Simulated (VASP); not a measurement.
# CuI (Cmcm) in VASP: notebook

Runs on CuI. Level: LDA. Tasks: single point.

Everything below comes from runs of VASP 6.6.1. Logs are shortened: lines on timing, memory, paths and dates and some standing lists are left out, and cuts for length are marked.

**1. The cell of the first run**

Symmetry: Cmcm, No. 63, orthorhombic system. Conventional cell: a = 7.317 Å, b = 7.274 Å, c = 4.307 Å, α = 90.00°, β = 90.00°, γ = 90.00°. Cu (site symmetry m2m) has 2 Cu at 2.44 Å and 3 I at 2.54 to 2.56 Å within 3.2 Å. I (site symmetry m2m) has 3 Cu at 2.54 to 2.56 Å within 3.4 Å.

**2. Single point, LDA (equal xx and yy strain of -2 %)**

INCAR reads:

```
PREC = Accurate
ENCUT = 520
EDIFF = 1E-7
ISMEAR = -1
SIGMA = 0.02
LREAL = F
LASPH = T
NELM = 100
ALGO = Normal
ISIF = 2
LWAVE = F
LCHARG = T
LELF = T
LVHAR = T
NBANDS = 26
```

KPOINTS reads:

```
Automatic mesh
0
Gamma
  5 5 6
```

POSCAR reads:

```
CuI
1.0
    3.6585042382     -3.6368646426      0.0000000000
    3.6585042382      3.6368646426      0.0000000000
    0.0000000000      0.0000000000      4.3069976700
Cu I
2 2
Direct
    0.4204388300      0.5795611700      0.7500000000
    0.5795611700      0.4204388300      0.2500000000
    0.7700426800      0.2299573200      0.7500000000
    0.2299573200      0.7700426800      0.2500000000
```

Potentials or basis: VASP PAW LDA potentials, release 64 (Cu, I).

The run is started by

```
$ cat potpaw_LDA.64/Cu/POTCAR potpaw_LDA.64/I/POTCAR > POTCAR
$ mpirun -np 1 vasp_std > vasp.out
```

OUTCAR:

```text
PREC = Accurate
   ENCUT = 520
   EDIFF = 1E-7
   ISMEAR = -1
   LREAL = F
   LASPH = T
   NELM = 100
   ISIF = 2

 ion  position               nearest neighbor table
   1  0.420  0.580  0.750-   2 2.44   2 2.44   3 2.54   4 2.56   4 2.56
   2  0.580  0.420  0.250-   1 2.44   1 2.44   4 2.54   3 2.56   3 2.56
   3  0.770  0.230  0.750-   1 2.54   2 2.56   2 2.56
   4  0.230  0.770  0.250-   2 2.54   1 2.56   1 2.56

  LATTYP: Found a base centered orthorhombic cell.
 ALAT       =     7.2737292852
 B/A-ratio  =     1.0059500690
 C/A-ratio  =     0.5921305978

  Lattice vectors:

 A1 = (  -3.6585042382,  -3.6368646426,   0.0000000000)
 A2 = (   3.6585042382,  -3.6368646426,   0.0000000000)
 A3 = (   0.0000000000,   0.0000000000,   4.3069976700)

Analysis of symmetry for initial positions (statically):
=====================================================================
 Subroutine PRICEL returns:
 Original cell was already a primitive cell.

 Routine SETGRP: Setting up the symmetry group for a
 base centered orthorhombic supercell.

 Subroutine GETGRP returns: Found  8 space group operations
 (whereof  4 operations were pure point group operations)
 out of a pool of  8 trial point group operations.

The static configuration has the point symmetry C_2h.
 The point group associated with its full space group is D_2h.

Analysis of symmetry for dynamics (positions and initial velocities):
=====================================================================
 Subroutine PRICEL returns:
 Original cell was already a primitive cell.

 Routine SETGRP: Setting up the symmetry group for a
 base centered orthorhombic supercell.

 Subroutine GETGRP returns: Found  8 space group operations
 (whereof  4 operations were pure point group operations)
 out of a pool of  8 trial point group operations.

The dynamic configuration has the point symmetry C_2h.
 The point group associated with its full space group is D_2h.

 Subroutine INISYM returns: Found  8 space group operations
 (whereof  4 operations are pure point group operations),
 and found     1 'primitive' translations

----------------------------------------------------------------------------------------

                                     Primitive cell

  volume of cell :     114.6134

  direct lattice vectors                    reciprocal lattice vectors
     3.658504238 -3.636864643  0.000000000     0.136667875 -0.137481058  0.000000000
     3.658504238  3.636864643  0.000000000     0.136667875  0.137481058  0.000000000
     0.000000000  0.000000000  4.306997670     0.000000000  0.000000000  0.232180297

  length of vectors
     5.158627501  5.158627501  4.306997670     0.193853423  0.193853423  0.232180297

  position of ions in fractional coordinates (direct lattice)
     0.420438830  0.579561170  0.750000000
     0.579561170  0.420438830  0.250000000
     0.770042680  0.229957320  0.750000000
     0.229957320  0.770042680  0.250000000

  ion indices of the primitive-cell ions
   primitive index   ion index
                 1           1
                 2           2
                 3           3
                 4           4

----------------------------------------------------------------------------------------

 KPOINTS: Automatic mesh

Automatic generation of k-mesh.
 Grid dimensions read from file:
 generate k-points for:    5    5    6

 Generating k-lattice:

  Cartesian coordinates                     Fractional coordinates (reciprocal lattice)
     0.027333575 -0.027496212  0.000000000     0.200000000  0.000000000  0.000000000
     0.027333575  0.027496212  0.000000000     0.000000000  0.200000000  0.000000000
     0.000000000  0.000000000  0.038696716     0.000000000  0.000000000  0.166666667

  Length of vectors
     0.038770685  0.038770685  0.038696716

  Shift w.r.t. Gamma in fractional coordinates (k-lattice)
     0.000000000  0.000000000  0.000000000

 Subroutine IBZKPT returns following result:
 ===========================================

 Found     36 irreducible k-points:

 Following reciprocal coordinates:
            Coordinates               Weight
  0.000000  0.000000  0.000000      1.000000
  0.200000  0.000000  0.000000      4.000000
  0.400000  0.000000  0.000000      4.000000
  0.200000  0.200000  0.000000      2.000000
  0.400000  0.200000  0.000000      4.000000
 -0.400000  0.200000  0.000000      4.000000
[... 16 lines left out ...]
  0.400000  0.200000  0.333333      8.000000
 -0.400000  0.200000  0.333333      8.000000
 [... further k-points ...]
   k-points           NKPTS =     36   k-points in BZ     NKDIM =     36   number of bands    NBANDS=     26
   number of dos      NEDOS =    301   number of ions     NIONS =      4
   total plane-waves  NPLWV =  51200
   dimension x,y,z NGX =    40 NGY =   40 NGZ =   32
   dimension x,y,z NGXF=    80 NGYF=   80 NGZF=   64
   ions per type =               2   2
   NGX,Y,Z   is equivalent  to a cutoff of  12.89, 12.89, 12.35 a.u.
   NGXF,Y,Z  is equivalent  to a cutoff of  25.78, 25.78, 24.70 a.u.
 SYSTEM =  unknown system
   PREC   = accura    normal or accurate (medium, high low for compatibility)
   ISTART =      0    job   : 0-new  1-cont  2-samecut
   ICHARG =      2    charge: 1-file 2-atom 10-const
   ISPIN  =      1    spin polarized calculation?
   LNONCOLLINEAR =      F non collinear calculations
   LSORBIT =      F    spin-orbit coupling
   LASPH  =      T    aspherical Exc in radial PAW
   ENCUT  =  520.0 eV  38.22 Ry    6.18 a.u.   9.59  9.59  8.01*2*pi/ulx,y,z
   NELM   =    100;   NELMIN=  2; NELMDL= -5     # of ELM steps
   EDIFF  = 0.1E-06   stopping-criterion for ELM
   LREAL  =      F    real-space projection
   EDIFFG = 0.1E-05   stopping-criterion for IOM
   NSW    =      0    number of steps for IOM
   IBRION =     -1    ionic relax: 0-MD 1-quasi-New 2-CG
   NFREE  =      0    steps in history (QN), initial steepest desc. (CG)
   ISIF   =      2    stress and relaxation
   ISYM   =      2    0-nonsym 1-usesym 2-fastsym
   POTIM  = 0.5000    time-step for ionic-motion
   TEBEG  =    0.0;   TEEND  =   0.0 temperature during run
   PSTRESS=    0.0 pullay stress
   NELECT =      36.0000    total number of electrons
   NUPDOWN=      -1.0000    fix difference up-down
   EMIN   =  10.00;   EMAX   =-10.00  energy-range for DOS
   EFERMI =   0.00;   METHOD = LEGACY
   ISMEAR =    -1;   SIGMA  =   0.02  broadening in eV -4-tet -1-fermi 0-gaus
   EFERMI_NEDOS =   21; number of points for ismear=-14 and -15
   IALGO  =     38    algorithm
   IMIX   =      4    mixing-type and parameters
     AMIX     =   0.40;   BMIX     =  1.00
     AMIX_MAG =   1.60;   BMIX_MAG =  1.00
  volume/ion in A,a.u.               =      28.65       193.36
  Fermi-wavevector in a.u.,A,eV,Ry     =   1.112834  2.102952 16.849461  1.238400
  Thomas-Fermi vector in A             =   2.249413
   LORBIT       =      0    0 simple, 1 ext, 2 COOP (PROOUT), +10 PAW based schemes
   GGA     = CA    functional components
   LHFCALC =     F    Hartree Fock is set to
   AEXX    =    0.0000 exact exchange contribution
   IVDW    =     0    specifies the selected vdW correction
   LEPSILON=     F    determine dielectric tensor
   LRPA    =     F    only Hartree local field effects (RPA)
 non-spin polarized calculation
  energy-cutoff  :      520.00
  volume of cell :      114.61
 maximum number of plane-waves:      3116
 NGX is ok and might be reduce to    40
   NGX = 19   NGY = 19   NGZ = 17

 number of electron      36.0000008 magnetization

 Free energy of the ion-electron system (eV)
  ---------------------------------------------------
  ext. energy  EPLUGINS =         0.00000000
  ---------------------------------------------------
  free energy    TOTEN  =       -13.56057891 eV

  energy without entropy =      -13.56057891  energy(sigma->0) =      -13.56057891

 E-fermi :   4.3824     XC(G=0):  -9.1625

 val. band max:        4.0003379693   @ k =   0.0000   0.0000   0.0000
 cond. band min:       4.9768713658   @ k =   0.0000   0.0000   0.0000
 fundamental gap:      0.9765333965
 Fermi energy:         4.3823560945

 k-point     1 :       0.0000    0.0000    0.0000
  band No.  band energies     occupation
      1     -10.0115      2.00000
      2      -9.1707      2.00000
      3      -1.6720      2.00000
      4      -0.3614      2.00000
      5      -0.1741      2.00000
      6      -0.0868      2.00000
[... 18 lines left out ...]
     25      12.0325      0.00000
     26      12.3959      0.00000

 k-point     2 :       0.2000    0.0000    0.0000
  band No.  band energies     occupation
      1      -9.9336      2.00000
      2      -9.2491      2.00000
      3      -1.5992      2.00000
      4      -0.5298      2.00000
      5      -0.2930      2.00000
      6      -0.0133      2.00000
[... 18 lines left out ...]
     25      11.9603      0.00000
     26      12.0623      0.00000

 k-point     3 :       0.4000    0.0000    0.0000
  band No.  band energies     occupation
      1      -9.7319      2.00000
      2      -9.4522      2.00000
      3      -1.3676      2.00000
      4      -0.9276      2.00000
      5      -0.3901      2.00000
      6       0.1960      2.00000
[... 18 lines left out ...]
     25      11.2672      0.00000
     26      11.3437      0.00000

 k-point     4 :       0.2000    0.2000    0.0000
  band No.  band energies     occupation
      1      -9.8932      2.00000
      2      -9.2707      2.00000
      3      -1.8794      2.00000
      4      -0.3578      2.00000
      5      -0.2470      2.00000
      6       0.1070      2.00000
[... 18 lines left out ...]
     25      10.8639      0.00000
     26      11.8212      0.00000
[... 496 lines left out ...]
      1      -9.5879      2.00000
      2      -9.2606      2.00000
      3      -1.6296      2.00000
      4      -1.1565      2.00000
      5      -0.6987      2.00000
      6      -0.2068      2.00000
[... 18 lines left out ...]
     25      10.8545      0.00000
     26      11.1133      0.00000

 k-point    23 :       0.4000    0.2000    0.3333
  band No.  band energies     occupation
      1      -9.4932      2.00000
      2      -9.3226      2.00000
      3      -1.8261      2.00000
      4      -1.2329      2.00000
      5      -0.5801      2.00000
      6      -0.0952      2.00000
[... 18 lines left out ...]
     25      10.9817      0.00000
     26      11.5510      0.00000

 k-point    24 :      -0.4000    0.2000    0.3333
  band No.  band energies     occupation
      1      -9.4453      2.00000
      2      -9.3719      2.00000
      3      -1.9101      2.00000
      4      -1.3577      2.00000
      5      -0.2794      2.00000
      6       0.0447      2.00000
[... 18 lines left out ...]
     25      11.5273      0.00000
     26      12.0798      0.00000

 [... further k-points ...]

------------------------ aborting loop because EDIFF is reached ----------------------------------------

  FORCE on cell =-STRESS in cart. coord.  units (eV):
  Direction    XX          YY          ZZ          XY          YZ          ZX
  --------------------------------------------------------------------------------------
  -------------------------------------------------------------------------------------
  Total       -0.7909169     -0.9943249     -2.2043563      0.0000000     -0.0000000      0.0000000
  in kB      -11.0562063    -13.8996402    -30.8146360      0.0000000     -0.0000000      0.0000000
  external PRESSURE =     -18.5901608 kB  Pullay stress =       0.0000000 kB

 VOLUME and BASIS-vectors are now :
 -----------------------------------------------------------------------------
  energy-cutoff  :      520.00
  volume of cell :      114.61
      direct lattice vectors                 reciprocal lattice vectors
     3.658504238 -3.636864643  0.000000000     0.136667875 -0.137481058  0.000000000
     3.658504238  3.636864643  0.000000000     0.136667875  0.137481058  0.000000000
     0.000000000  0.000000000  4.306997670     0.000000000  0.000000000  0.232180297

 POSITION                                       TOTAL-FORCE (eV/Angst)
 -----------------------------------------------------------------------------------
      3.65850      0.57871      3.23025         0.000000      0.072680      0.000000
      3.65850     -0.57871      1.07675         0.000000     -0.072680     -0.000000
      3.65850     -1.96422      3.23025         0.000000      0.027869     -0.000000
      3.65850      1.96422      1.07675         0.000000     -0.027869     -0.000000
 -----------------------------------------------------------------------------------
    total drift:                                0.000000     -0.000000      0.000000

  FREE ENERGIE OF THE ION-ELECTRON SYSTEM (eV)
  ---------------------------------------------------
  free  energy   TOTEN  =       -13.5605789116 eV

  energy  without entropy=      -13.5605789116  energy(sigma->0) =      -13.56057891
```

Wall time 2.7 min (1 thread of AMD EPYC 7R13, shared host); peak memory 0.21 GiB.

What came out:

| Quantity | Value |
| --- | --- |
| Free energy | -13.5606 eV |
| Pressure | -1.9 GPa |
| Largest force | 0.073 eV/Å |
| Band gap on the k mesh | 0.98 eV |

Forces on the atoms (eV/Å):
```
Cu   0.000  0.073  0.000
Cu   0.000 -0.073  0.000
I    0.000  0.028  0.000
I    0.000 -0.028  0.000
```

Caveat: the cell differs from its parent crystal (equal xx and yy strain of -2 %); spin-orbit coupling is left out, which moves the levels of the heavy elements.

**3. Single point, LDA (equal xx and yy strain of +1 %)**

INCAR reads:

```
  ALGO = Normal
  EDIFF = 1E-7
  ENCUT = 520
  GGA = CA
  ISIF = 2
  ISMEAR = -1
  LASPH = True
  LCHARG = False
  LREAL = False
  LWAVE = False
  NBANDS = 26
  NELM = 60
  PREC = Accurate
  SIGMA = 0.02
```

KPOINTS reads:

```
k-points
0
Gamma
  5 5 6
```

POSCAR, as its differences from that of step 2:

```diff
@@ -2,4 +2,4 @@
 1.0
-    3.6585042382     -3.6368646426      0.0000000000
-    3.6585042382      3.6368646426      0.0000000000
+    3.7704992659     -3.7481972337      0.0000000000
+    3.7704992659      3.7481972337      0.0000000000
     0.0000000000      0.0000000000      4.3069976700
```

Potentials or basis: VASP PAW LDA potentials, release 64 (Cu, I).

The run is started by

```
$ cat potpaw_LDA.64/Cu/POTCAR potpaw_LDA.64/I/POTCAR > POTCAR
$ mpirun -np 1 vasp_std > vasp.out
```

It took 2.6 min on 1 thread of AMD EPYC 7R13, shared host; peak memory 0.21 GiB.

It converged, with:

| Item | Value |
| --- | --- |
| Free energy | -13.4695 eV |
| Pressure | -3.4 GPa |
| Largest force | 0.530 eV/Å |
| Band gap on the k mesh | 0.86 eV |

Forces on the atoms (eV/Å):
```
Cu   0.000 -0.060  0.000
Cu   0.000  0.060  0.000
I    0.000  0.530  0.000
I    0.000 -0.530  0.000
```

Stress tensor (GPa, compression positive):
```
-1.20  0.00  0.00
 0.00 -4.37  0.00
 0.00  0.00 -4.59
```

Levels at points of the mesh, in eV from the valence-band top:
| k point | band 15 | band 16 | band 17 | band 18 | band 19 | band 20 | band 21 | band 22 |
| --- | --- | --- | --- | --- | --- | --- | --- | --- |
| (0.00, 0.00, 0.00) | -1.81 | -1.48 | -0.94 | 0.00 | 0.86 | 1.70 | 2.44 | 4.57 |
| (0.00, 0.00, 0.50) | -1.83 | -1.83 | -1.56 | -1.56 | 3.53 | 3.53 | 3.77 | 3.77 |

Caveat: the cell differs from its parent crystal (equal xx and yy strain of +1 %); the cell stands under tension; spin-orbit coupling is left out, which moves the levels of the heavy elements; an odd mesh through Γ misses points on the zone boundary, where band edges can lie.

**4. Single point, LDA (equal xx and yy strain of +3 %)**

INCAR reads:

```
SYSTEM = CuI
PREC = Accurate
ENCUT = 520
EDIFF = 1E-6
ISMEAR = -1
SIGMA = 0.02
LREAL = .FALSE.
LASPH = .TRUE.
NELM = 60
ALGO = Normal
ISIF = 2
LWAVE = .FALSE.
LCHARG = .FALSE.
NBANDS = 26
```

KPOINTS reads:

```
Automatic mesh
0
G
  5 5 6
  0 0 0
```

POSCAR, as its differences from that of step 3:

```diff
@@ -2,4 +2,4 @@
 1.0
-    3.7704992659     -3.7481972337      0.0000000000
-    3.7704992659      3.7481972337      0.0000000000
+    3.8451626177     -3.8224189611      0.0000000000
+    3.8451626177      3.8224189611      0.0000000000
     0.0000000000      0.0000000000      4.3069976700
```

The run is started by

```
$ cat potpaw_LDA.64/Cu/POTCAR potpaw_LDA.64/I/POTCAR > POTCAR
$ mpirun -np 1 vasp_std > vasp.out
```

Run time: 2.2 min. Hardware: 1 thread of AMD EPYC 7R13, shared host; peak memory 0.21 GiB.

Results (log left out):

```yaml
Free_energy: -13.3733 eV
Pressure: -4.3 GPa
Largest_force: 0.802 eV/Å
Band_gap_on_the_k_mesh: 0.79 eV
```

Forces on the atoms (eV/Å):
```
Cu   0.000 -0.102  0.000
Cu   0.000  0.102  0.000
I    0.000  0.802  0.000
I    0.000 -0.802  0.000
```

Stress tensor (GPa, compression positive):
```
-1.45  0.00  0.00
 0.00 -6.02  0.00
 0.00  0.00 -5.57
```

Levels at points of the mesh, in eV from the valence-band top:
```
           k point  band 14  band 15  band 16  band 17  band 18  band 19  band 20  band 21  band 22  band 23
(0.00, 0.00, 0.00)    -1.79    -1.73    -1.42    -0.96     0.00     0.79     1.80     2.57     4.54     5.10
(0.00, 0.00, 0.50)    -1.85    -1.75    -1.75    -1.51    -1.51     3.36     3.36     3.83     3.83     5.79
```

Caveat: the cell differs from its parent crystal (equal xx and yy strain of +3 %); the cell stands under tension; spin-orbit coupling is left out, which moves the levels of the heavy elements; an odd mesh through Γ misses points on the zone boundary, where band edges can lie.

**5. Summary**

```tsv
cell	gap on the mesh (eV)	pressure (GPa)	largest force (eV/Å)
a = 5.159, b = 5.159, c = 4.307 Å, angles 90.0, 90.0, 89.7°, 4 atoms	0.98	-1.9	0.07
a = 5.317, b = 5.317, c = 4.307 Å, angles 90.0, 90.0, 89.7°, 4 atoms	0.86	-3.4	0.53
a = 5.422, b = 5.422, c = 4.307 Å, angles 90.0, 90.0, 89.7°, 4 atoms	0.79	-4.3	0.80
```

Alike in all rows: task single point; level LDA; potentials or basis VASP PAW LDA potentials, release 64 (Cu, I); no spin polarisation; k mesh 5 × 5 × 6; cutoff (eV) 520; smearing fermi-dirac 0.02 eV.

Caveats: spin-orbit coupling is left out, which moves the levels of the heavy elements; the cell stands under tension (at least some runs); an odd mesh through Γ misses points on the zone boundary, where band edges can lie (at least some runs).

Absolute energies hang on the potentials; compare differences alone.
